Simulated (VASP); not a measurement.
# Ag (Im-3m) in VASP: notebook

The runs below take Ag through single point, relaxation of cell and atoms, with PBE.

All numbers are computed with VASP 6.6.1; they aren't measurements. Logs are shortened: lines on timing, memory, paths and dates and some standing lists are left out, and cuts for length are marked.

**1. The cell of the first run**

It takes space group Im-3m (No. 229, cubic). The conventional cell has a = 3.037 Å, b = 3.037 Å, c = 3.037 Å, α = 90.00°, β = 90.00°, γ = 90.00°. Ag (site symmetry m-3m) has 14 Ag at 2.63 to 3.04 Å within 3.5 Å.

This isn't the form of Ag at room conditions, which is fcc.

**2. Single point, PBE**

Contents of INCAR:

```
SYSTEM = Ag
  PREC = Accurate
  ENCUT = 500
  EDIFF = 1E-6
  ISMEAR = -1
  SIGMA = 0.1
  LREAL = .FALSE.
  LASPH = .TRUE.
  NELM = 120
  ALGO = Normal
  ISIF = 2
  LWAVE = .FALSE.
  LCHARG = .FALSE.
  GGA = PE
  NBANDS = 12
  GGA_COMPAT = .FALSE.
```

Contents of KPOINTS:

```
regular mesh
0
G
  20 20 20
  0 0 0
```

Contents of POSCAR:

```
Ag
1.0
   -1.5187454046      1.5187454046      1.5187454046
    1.5187454046     -1.5187454046      1.5187454046
    1.5187454046      1.5187454046     -1.5187454046
Ag
1
Direct
    0.0000000000      0.0000000000      0.0000000000
```

Potentials or basis: VASP PAW PBE potentials, release 64 (Ag).

Started as:

```console
> cat potpaw_PBE.64/Ag/POTCAR > POTCAR
> mpirun -np 1 vasp_std > vasp.out
```

OUTCAR:

```text
SYSTEM = Ag
   PREC = Accurate
   ENCUT = 500
   EDIFF = 1E-6
   ISMEAR = -1
   LREAL = .FALSE.
   LASPH = .TRUE.
   NELM = 120
   ISIF = 2
   GGA = PE

 ion  position               nearest neighbor table
   1  0.000  0.000  0.000-

  LATTYP: Found a body centered cubic cell.
 ALAT       =     3.0374908092

  Lattice vectors:

 A1 = (  -1.5187454046,   1.5187454046,   1.5187454046)
 A2 = (   1.5187454046,  -1.5187454046,   1.5187454046)
 A3 = (   1.5187454046,   1.5187454046,  -1.5187454046)

Analysis of symmetry for initial positions (statically):
=====================================================================
 Subroutine PRICEL returns:
 Original cell was already a primitive cell.

 Routine SETGRP: Setting up the symmetry group for a
 body centered cubic supercell.

 Subroutine GETGRP returns: Found 48 space group operations
 (whereof 48 operations were pure point group operations)
 out of a pool of 48 trial point group operations.

The static configuration has the point symmetry O_h .

Analysis of symmetry for dynamics (positions and initial velocities):
=====================================================================
 Subroutine PRICEL returns:
 Original cell was already a primitive cell.

 Routine SETGRP: Setting up the symmetry group for a
 body centered cubic supercell.

 Subroutine GETGRP returns: Found 48 space group operations
 (whereof 48 operations were pure point group operations)
 out of a pool of 48 trial point group operations.

The dynamic configuration has the point symmetry O_h .

 Subroutine INISYM returns: Found 48 space group operations
 (whereof 48 operations are pure point group operations),
 and found     1 'primitive' translations

----------------------------------------------------------------------------------------

                                     Primitive cell

  volume of cell :      14.0125

  direct lattice vectors                    reciprocal lattice vectors
    -1.518745405  1.518745405  1.518745405     0.000000000  0.329219103  0.329219103
     1.518745405 -1.518745405  1.518745405     0.329219103  0.000000000  0.329219103
     1.518745405  1.518745405 -1.518745405     0.329219103  0.329219103  0.000000000

  length of vectors
     2.630544205  2.630544205  2.630544205     0.465586121  0.465586121  0.465586121

  position of ions in fractional coordinates (direct lattice)
     0.000000000  0.000000000  0.000000000

  ion indices of the primitive-cell ions
   primitive index   ion index
                 1           1

----------------------------------------------------------------------------------------

 KPOINTS: regular mesh

Automatic generation of k-mesh.
 Grid dimensions read from file:
 generate k-points for:   20   20   20

 Generating k-lattice:

  Cartesian coordinates                     Fractional coordinates (reciprocal lattice)
     0.000000000  0.016460955  0.016460955     0.050000000  0.000000000  0.000000000
     0.016460955  0.000000000  0.016460955     0.000000000  0.050000000  0.000000000
     0.016460955  0.016460955  0.000000000     0.000000000  0.000000000  0.050000000

  Length of vectors
     0.023279306  0.023279306  0.023279306

  Shift w.r.t. Gamma in fractional coordinates (k-lattice)
     0.000000000  0.000000000  0.000000000

 Subroutine IBZKPT returns following result:
 ===========================================

 Found    256 irreducible k-points:

 Following reciprocal coordinates:
            Coordinates               Weight
  0.000000  0.000000  0.000000      1.000000
  0.050000  0.000000  0.000000     12.000000
  0.100000  0.000000  0.000000     12.000000
  0.150000  0.000000  0.000000     12.000000
  0.200000  0.000000  0.000000     12.000000
  0.250000  0.000000  0.000000     12.000000
[... 16 lines left out ...]
  0.200000  0.100000  0.000000     48.000000
  0.250000  0.100000  0.000000     48.000000
 [... further k-points ...]
   k-points           NKPTS =    256   k-points in BZ     NKDIM =    256   number of bands    NBANDS=     12
   number of dos      NEDOS =    301   number of ions     NIONS =      1
   total plane-waves  NPLWV =   8000
   dimension x,y,z NGX =    20 NGY =   20 NGZ =   20
   dimension x,y,z NGXF=    40 NGYF=   40 NGZF=   40
   ions per type =               1
   NGX,Y,Z   is equivalent  to a cutoff of  12.64, 12.64, 12.64 a.u.
   NGXF,Y,Z  is equivalent  to a cutoff of  25.28, 25.28, 25.28 a.u.
 SYSTEM =  Ag
   PREC   = accura    normal or accurate (medium, high low for compatibility)
   ISTART =      0    job   : 0-new  1-cont  2-samecut
   ICHARG =      2    charge: 1-file 2-atom 10-const
   ISPIN  =      1    spin polarized calculation?
   LNONCOLLINEAR =      F non collinear calculations
   LSORBIT =      F    spin-orbit coupling
   LASPH  =      T    aspherical Exc in radial PAW
   ENCUT  =  500.0 eV  36.75 Ry    6.06 a.u.   4.80  4.80  4.80*2*pi/ulx,y,z
   NELM   =    120;   NELMIN=  2; NELMDL= -5     # of ELM steps
   EDIFF  = 0.1E-05   stopping-criterion for ELM
   LREAL  =      F    real-space projection
   EDIFFG = 0.1E-04   stopping-criterion for IOM
   NSW    =      0    number of steps for IOM
   IBRION =     -1    ionic relax: 0-MD 1-quasi-New 2-CG
   NFREE  =      0    steps in history (QN), initial steepest desc. (CG)
   ISIF   =      2    stress and relaxation
   ISYM   =      2    0-nonsym 1-usesym 2-fastsym
   POTIM  = 0.5000    time-step for ionic-motion
   TEBEG  =    0.0;   TEEND  =   0.0 temperature during run
   PSTRESS=    0.0 pullay stress
   NELECT =      11.0000    total number of electrons
   NUPDOWN=      -1.0000    fix difference up-down
   EMIN   =  10.00;   EMAX   =-10.00  energy-range for DOS
   EFERMI =   0.00;   METHOD = LEGACY
   ISMEAR =    -1;   SIGMA  =   0.10  broadening in eV -4-tet -1-fermi 0-gaus
   EFERMI_NEDOS =   21; number of points for ismear=-14 and -15
   IALGO  =     38    algorithm
   IMIX   =      4    mixing-type and parameters
     AMIX     =   0.40;   BMIX     =  1.00
     AMIX_MAG =   1.60;   BMIX_MAG =  1.00
  volume/ion in A,a.u.               =      14.01        94.56
  Fermi-wavevector in a.u.,A,eV,Ry     =   1.510199  2.853862 31.030808  2.280700
  Thomas-Fermi vector in A             =   2.620420
   LORBIT       =      0    0 simple, 1 ext, 2 COOP (PROOUT), +10 PAW based schemes
   GGA     = PE    functional components
   LHFCALC =     F    Hartree Fock is set to
   AEXX    =    0.0000 exact exchange contribution
   IVDW    =     0    specifies the selected vdW correction
   LEPSILON=     F    determine dielectric tensor
   LRPA    =     F    only Hartree local field effects (RPA)
 non-spin polarized calculation
  energy-cutoff  :      500.00
  volume of cell :       14.01
 maximum number of plane-waves:       370
   NGX =  9   NGY =  9   NGZ =  9

 number of electron      10.9999999 magnetization

 Free energy of the ion-electron system (eV)
  ---------------------------------------------------
  ext. energy  EPLUGINS =         0.00000000
  ---------------------------------------------------
  free energy    TOTEN  =        -2.26995563 eV

  energy without entropy =       -2.25921588  energy(sigma->0) =       -2.26458576

 E-fermi :  11.5910     XC(G=0): -13.4244

 val. band max:       11.5794794485   @ k =  -0.3000   0.4500   0.1000
 cond. band min:      11.6284251758   @ k =   0.2000   0.1500   0.1500
 fundamental gap:      0.0489457273
 Fermi energy:        11.5909751241

 k-point     1 :       0.0000    0.0000    0.0000
  band No.  band energies     occupation
      1       2.1578      2.00000
      2       5.6915      2.00000
      3       5.6915      2.00000
      4       5.6915      2.00000
      5       7.5255      2.00000
      6       7.5255      2.00000
      7      30.0349      0.00000
      8      30.0349      0.00000
      9      30.0349      0.00000
     10      38.3949      0.00000
     11      38.3949      0.00000
     12      39.9379      0.00000

 k-point     2 :       0.0500    0.0000    0.0000
  band No.  band energies     occupation
      1       2.2557      2.00000
      2       5.6618      2.00000
      3       5.6945      2.00000
      4       5.7564      2.00000
      5       7.4909      2.00000
      6       7.5277      2.00000
      7      29.9328      0.00000
      8      30.0421      0.00000
      9      30.1403      0.00000
     10      37.2791      0.00000
     11      37.9141      0.00000
     12      39.3010      0.00000

 k-point     3 :       0.1000    0.0000    0.0000
  band No.  band energies     occupation
      1       2.5400      2.00000
      2       5.5764      2.00000
      3       5.7035      2.00000
      4       5.9478      2.00000
      5       7.4029      2.00000
      6       7.5348      2.00000
      7      29.5344      0.00000
      8      29.9920      0.00000
      9      30.4468      0.00000
     10      36.0293      0.00000
     11      36.7071      0.00000
     12      37.8916      0.00000
[... 286 lines left out ...]
 k-point    23 :       0.2000    0.1000    0.0000
  band No.  band energies     occupation
      1       4.0639      2.00000
      2       5.1695      2.00000
      3       5.7704      2.00000
      4       7.1384      2.00000
      5       7.5312      2.00000
      6       7.8110      2.00000
      7      25.3438      0.00000
      8      27.3289      0.00000
      9      30.7658      0.00000
     10      32.1865      0.00000
     11      36.1965      0.00000
     12      37.4167      0.00000

 k-point    24 :       0.2500    0.1000    0.0000
  band No.  band energies     occupation
      1       4.1497      2.00000
      2       5.0024      2.00000
      3       6.2718      2.00000
      4       7.1937      2.00000
      5       7.7079      2.00000
      6       8.4603      2.00000
      7      23.2692      0.00000
      8      26.5270      0.00000
      9      29.5984      0.00000
     10      32.8034      0.00000
     11      37.0025      0.00000
     12      37.2342      0.00000

 [... further k-points ...]

------------------------ aborting loop because EDIFF is reached ----------------------------------------

  FORCE on cell =-STRESS in cart. coord.  units (eV):
  Direction    XX          YY          ZZ          XY          YZ          ZX
  --------------------------------------------------------------------------------------
  -------------------------------------------------------------------------------------
  Total        3.8904305      3.8904305      3.8904305      0.0000000     -0.0000000      0.0000000
  in kB      444.8292359    444.8292359    444.8292359      0.0000000     -0.0000000      0.0000000
  external PRESSURE =     444.8292359 kB  Pullay stress =       0.0000000 kB

 VOLUME and BASIS-vectors are now :
 -----------------------------------------------------------------------------
  energy-cutoff  :      500.00
  volume of cell :       14.01
      direct lattice vectors                 reciprocal lattice vectors
    -1.518745405  1.518745405  1.518745405     0.000000000  0.329219103  0.329219103
     1.518745405 -1.518745405  1.518745405     0.329219103  0.000000000  0.329219103
     1.518745405  1.518745405 -1.518745405     0.329219103  0.329219103  0.000000000

 POSITION                                       TOTAL-FORCE (eV/Angst)
 -----------------------------------------------------------------------------------
      0.00000      0.00000      0.00000        -0.000000      0.000000      0.000000
 -----------------------------------------------------------------------------------
    total drift:                                0.000000      0.000000      0.000000

  FREE ENERGIE OF THE ION-ELECTRON SYSTEM (eV)
  ---------------------------------------------------
  free  energy   TOTEN  =        -2.2699556300 eV

  energy  without entropy=       -2.2592158847  energy(sigma->0) =       -2.26458576
```

Wall time 26 s (1 thread of Intel Xeon 6975P-C (Granite Rapids), shared host); peak memory 0.15 GiB.

What came out:

| Item | Value |
| --- | --- |
| Free energy | -2.2700 eV |
| Pressure | 44.5 GPa |
| Band gap on the k mesh | zero (an odd number of electrons rules out a gap without spin polarisation) |

Levels at points of the mesh, in eV from the Fermi level:
```
           k point  band 2  band 3  band 4  band 5  band 6  band 7  band 8  band 9
(0.00, 0.00, 0.00)   -5.90   -5.90   -5.90   -4.07   -4.07   18.44   18.44   18.44
(0.50, 0.00, 0.00)   -7.00   -4.12   -3.87   -2.61   -0.68    5.40   13.85   16.32
(0.50, 0.50, 0.50)   -7.98   -2.97   -2.97   -2.97    7.43    7.43    7.43   15.47
```

Caveat: the cell stands under pressure.

**3. Single point, PBE**

This run uses another cell than the first one, of 14.81 Å³/atom.

Contents of INCAR:

```
PREC = Accurate
ENCUT = 500
EDIFF = 1E-6
ISMEAR = -1
SIGMA = 0.1
LREAL = False
LASPH = True
NELM = 120
ALGO = Normal
ISIF = 2
LWAVE = False
LCHARG = False
GGA = PE
NBANDS = 12
GGA_COMPAT = False
```

Contents of KPOINTS:

```
Automatic mesh
0
Gamma
  20 20 20
```

Contents of POSCAR:

```
Ag
1.0
   -1.5468837807      1.5468837807      1.5468837807
    1.5468837807     -1.5468837807      1.5468837807
    1.5468837807      1.5468837807     -1.5468837807
Ag
1
Direct
    0.0000000000      0.0000000000      0.0000000000
```

Potentials or basis: VASP PAW PBE potentials, release 64 (Ag).

Started as:

```console
> cat potpaw_PBE.64/Ag/POTCAR > POTCAR
> mpirun -np 1 vasp_std > vasp.out
```

Wall time 25 s (1 thread of Intel Xeon 6975P-C (Granite Rapids), shared host); peak memory 0.15 GiB.

Results (log left out):

```
Free energy            : -2.4518 eV
Pressure               : 29.6 GPa
Band gap on the k mesh : zero (an odd number of electrons rules out a gap without spin polarisation)
```

Levels at points of the mesh, in eV from the Fermi level:
```csv
k point,band 4,band 5,band 6,band 7,band 8,band 9
"(0.00, 0.00, 0.00)",-5.59,-3.92,-3.92,18.35,18.35,18.35
"(0.50, 0.00, 0.00)",-3.74,-2.60,-0.50,5.03,13.74,15.80
"(0.50, 0.50, 0.50)",-2.92,-2.92,7.29,7.29,7.29,14.90
```

Caveat: the cell stands under pressure.

**4. Single point, PBE**

This run uses another cell than the first one, of 15.95 Å³/atom.

Contents of INCAR:

```
PREC = Accurate ; ENCUT = 500
EDIFF = 1E-6 ; ISMEAR = -1
SIGMA = 0.1 ; LREAL = F
LASPH = T ; NELM = 120
ALGO = Normal ; ISIF = 2
LWAVE = F ; LCHARG = T
GGA = PE ; LELF = T
LVHAR = T ; NBANDS = 12
GGA_COMPAT = F
```

Contents of KPOINTS:

```
regular mesh
0
Gamma
  20 20 20
```

Contents of POSCAR:

```
Ag
1.0
   -1.5857823798      1.5857823798      1.5857823798
    1.5857823798     -1.5857823798      1.5857823798
    1.5857823798      1.5857823798     -1.5857823798
Ag
1
Direct
    0.0000000000      0.0000000000      0.0000000000
```

Started as:

```console
> cat potpaw_PBE.64/Ag/POTCAR > POTCAR
> mpirun -np 1 vasp_std > vasp.out
```

Wall time 27 s (1 thread of Intel Xeon 6975P-C (Granite Rapids), shared host); peak memory 0.16 GiB.

It converged, with:

```yaml
Free_energy: -2.6070 eV
Pressure: 14.8 GPa
Band_gap_on_the_k_mesh: zero (an odd number of electrons rules out a gap without spin polarisation)
```

Levels at points of the mesh, in eV from the Fermi level:
| k point | band 4 | band 5 | band 6 | band 7 | band 8 | band 9 |
| --- | --- | --- | --- | --- | --- | --- |
| (0.00, 0.00, 0.00) | -5.23 | -3.74 | -3.74 | 18.17 | 18.17 | 18.17 |
| (0.50, 0.00, 0.00) | -3.60 | -2.60 | -0.27 | 4.55 | 13.55 | 15.10 |
| (0.50, 0.50, 0.50) | -2.87 | -2.87 | 7.08 | 7.08 | 7.08 | 13.83 |

Caveat: the cell stands under pressure.

**5. Single point, PBE**

This run uses another cell than the first one, of 18.00 Å³/atom.

Contents of INCAR:

```
SYSTEM = Ag
PREC = Accurate
ENCUT = 500
EDIFF = 1E-6
ISMEAR = -1
SIGMA = 0.1
LREAL = .FALSE.
LASPH = .TRUE.
NELM = 120
ALGO = Normal
ISIF = 2
LWAVE = .FALSE.
LCHARG = .FALSE.
GGA = PE
NBANDS = 12
GGA_COMPAT = .FALSE.
```

Contents of KPOINTS:

```
Automatic mesh
0
G
  20 20 20
  0 0 0
```

Contents of POSCAR:

```
Ag
1.0
   -1.6508483858      1.6508483858      1.6508483858
    1.6508483858     -1.6508483858      1.6508483858
    1.6508483858      1.6508483858     -1.6508483858
Ag
1
Direct
    0.0000000000      0.0000000000      0.0000000000
```

Started as:

```console
> cat potpaw_PBE.64/Ag/POTCAR > POTCAR
> mpirun -np 1 vasp_std > vasp.out
```

It took 28 s on 1 thread of Intel Xeon 6975P-C (Granite Rapids), shared host; peak memory 0.17 GiB.

The run converged. Its results:

* Free energy: -2.6895 eV
* Pressure: -0.1 GPa
* Band gap on the k mesh: zero (an odd number of electrons rules out a gap without spin polarisation)

Levels at points of the mesh, in eV from the Fermi level:
```
           k point  band 2  band 3  band 4  band 5  band 6  band 7  band 8  band 9  band 10  band 11
(0.00, 0.00, 0.00)   -4.76   -4.76   -4.76   -3.54   -3.54   17.75   17.75   17.75    23.25    23.25
(0.50, 0.00, 0.00)   -5.47   -3.59   -3.43   -2.62    0.03    3.83   13.12   13.99    19.32    20.42
(0.50, 0.50, 0.50)   -6.06   -2.84   -2.84   -2.84    6.73    6.73    6.73   12.07    13.03    13.03
```

**6. Relaxation of cell and atoms, PBE**

This run uses another cell than the first one, of 17.01 Å³/atom.

Contents of INCAR:

```
ALGO     = Normal         # electronic algorithm
EDIFF    = 1E-7           # SCF threshold, eV
EDIFFG   = -0.03          # ionic threshold
ENCUT    = 500            # plane-wave cutoff, eV
GGA      = PE             # functional
GGA_COMPAT= F            
IBRION   = 2              # ionic algorithm
ISIF     = 3              # what is computed and relaxed
ISMEAR   = -1             # smearing method
LASPH    = T              # aspherical terms in the spheres
LCHARG   = F              # write CHGCAR
LREAL    = F              # projectors in reciprocal space
LWAVE    = F              # write WAVECAR
NELM     = 120            # most SCF steps
NELMIN   = 4            
NSW      = 60             # ionic steps
PREC     = Accurate       # precision mode
SIGMA    = 0.1            # smearing width, eV
```

Contents of KPOINTS:

```
k-points
0
Gamma
  20 20 20
```

Contents of POSCAR:

```
Ag
1.0
   -1.6200000000      1.6200000000      1.6200000000
    1.6200000000     -1.6200000000      1.6200000000
    1.6200000000      1.6200000000     -1.6200000000
Ag
1
Direct
    0.0000000000      0.0000000000      0.0000000000
```

Potentials or basis: VASP PAW PBE potentials, release 64 (Ag).

Started as:

```console
> cat potpaw_PBE.64/Ag/POTCAR > POTCAR
> mpirun -np 1 vasp_std > vasp.out
```

Run time: 44 s. Hardware: 1 thread of Intel Xeon 6975P-C (Granite Rapids), shared host; peak memory 0.16 GiB.

Results (log left out):

* Free energy: -2.6893 eV
* Relaxed volume: 17.99 Å³/atom
* Relaxed cell: a = 2.859 Å, b = 2.859 Å, c = 2.859 Å, α = 109.47°, β = 109.47°, γ = 109.47°
* Space group after relaxing (to 0.1 Å): Im-3m (No. 229)
* Energy gained by relaxing: 16.5 meV/atom
* Ionic steps: 3
* Pressure after relaxing: 0.0 GPa
* Band gap on the k mesh: zero (an odd number of electrons rules out a gap without spin polarisation)

The path:
```
step  energy change (eV)  largest force (eV/Å)  pressure (GPa)  volume (Å³)
   1              0.0000                0.0000            5.73        17.01
   2             -0.0121                0.0000           -2.43        18.55
   3             -0.0165                0.0000            0.02        17.99
```

Final structure:
```yaml
crystal:
  lattice:
    - [-1.65060, 1.65060, 1.65060]
    - [1.65060, -1.65060, 1.65060]
    - [1.65060, 1.65060, -1.65060]
  atoms:
    - { symbol: Ag, position: [0.00000, 0.00000, 0.00000] }
```

Levels at points of the mesh, in eV from the Fermi level:
| k point | band 4 | band 5 | band 6 | band 7 | band 8 | band 9 |
| --- | --- | --- | --- | --- | --- | --- |
| (0.00, 0.00, 0.00) | -4.76 | -3.54 | -3.54 | 17.76 | 17.76 | 17.76 |
| (0.50, 0.00, 0.00) | -3.43 | -2.62 | 0.03 | 3.83 | 13.13 | 14.00 |
| (0.50, 0.50, 0.50) | -2.84 | -2.84 | 6.73 | 6.73 | 6.73 | 12.07 |

**7. The runs side by side**

| task | cell | gap on the mesh (eV) | pressure (GPa) |
| --- | --- | --- | --- |
| single point | a = 2.631 Å, angles 109.5°, 1 atom | none | 44.5 |
| single point | a = 2.679 Å, angles 109.5°, 1 atom | none | 29.6 |
| single point | a = 2.747 Å, angles 109.5°, 1 atom | none | 14.8 |
| single point | a = 2.859 Å, angles 109.5°, 1 atom | none | -0.1 |
| relaxation of cell and atoms | relaxed from a = 2.806 Å, angles 109.5°, 1 atom | none | 0.0 |

Alike in all rows: level PBE; potentials or basis VASP PAW PBE potentials, release 64 (Ag); no spin polarisation; k mesh 20 × 20 × 20; cutoff (eV) 500; smearing fermi-dirac 0.1 eV.

Caveats: the cell stands under pressure (at least some runs).

Absolute energies hang on the potentials; compare differences alone.
